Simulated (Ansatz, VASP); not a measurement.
**Zn in VASP and in Ansatz**

```
Zn
1.0
    -1.56904    1.56904    1.56904
     1.56904   -1.56904    1.56904
     1.56904    1.56904   -1.56904
Zn
1
Direct
  0.00000 0.00000 0.00000
```

Alike in both runs: functional r2SCAN; k mesh 7 × 7 × 7; occupations fermi-dirac, width 0.05 eV; no spin polarisation.

|  | VASP | Ansatz |
| --- | --- | --- |
| version | VASP 6.6.1 | Ansatz 0.2.0 |
| potentials or method | VASP PAW PBE potentials, release 64 (Zn) | Ansatz PAW |
| plane-wave cutoff (eV) | 520 | 500 |
| valence electrons in the cell | 12 | 12 |
| task | single point | projected density of states |

|  | VASP | Ansatz | Ansatz less VASP |
| --- | --- | --- | --- |
| gap on the k mesh at the Fermi level (eV) | none | none | - |
| pressure (GPa) | -5.2 | -5.6 | -0.40 |

VASP's potentials were made for PBE, not for r2SCAN. A gap of «none» marks a metal or a gap that the smearing closes.

The k mesh is coarse, so the values compare programs but aren't converged.
